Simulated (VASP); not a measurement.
A run of VASP 6.6.1:

The input INCAR:

```
SYSTEM = TaSb
PREC = Accurate ; ENCUT = 600
EDIFF = 1E-6 ; ISMEAR = -1
SIGMA = 0.05 ; LREAL = .False.
LASPH = .True. ; NELM = 60
ALGO = Normal ; ISIF = 3
LWAVE = .False. ; LCHARG = .False.
GGA = PE ; IBRION = 2
NSW = 60 ; EDIFFG = -0.005
PSTRESS = 710.0
```

Contents of KPOINTS:

```
Automatic mesh
0
Gamma
  10 10 6
  0 0 0
```

POSCAR

```
TaSb
1.0
    3.6722508754      0.0000000000      0.0000000000
   -1.8361254377      3.1802625472      0.0000000000
    0.0000000000      0.0000000000      5.6919888569
Ta Sb
2 2
Direct
    0.0000000000      0.0000000000      0.0000000000
    0.0000000000      0.0000000000      0.5000000000
    0.3333333333      0.6666666667      0.2500000000
    0.6666666667      0.3333333333      0.7500000000
```

Potentials or basis: VASP PAW PBE potentials, release 64 (Ta_pv, Sb).

Command:

```bash
$ cat potpaw_PBE.64/Ta_pv/POTCAR potpaw_PBE.64/Sb/POTCAR > POTCAR
$ mpirun -np 1 vasp_std > vasp.out
```

Hardware: 1 thread of Oxide Virtual Turin-like Processor, with other jobs on the host.

How long does it take, and how much memory?

Run time: 17 min on 1 thread of Oxide Virtual Turin-like Processor, on a shared host, peak memory 0.24 GiB. Counts: scf iterations 133, k points 56, ion steps 22.
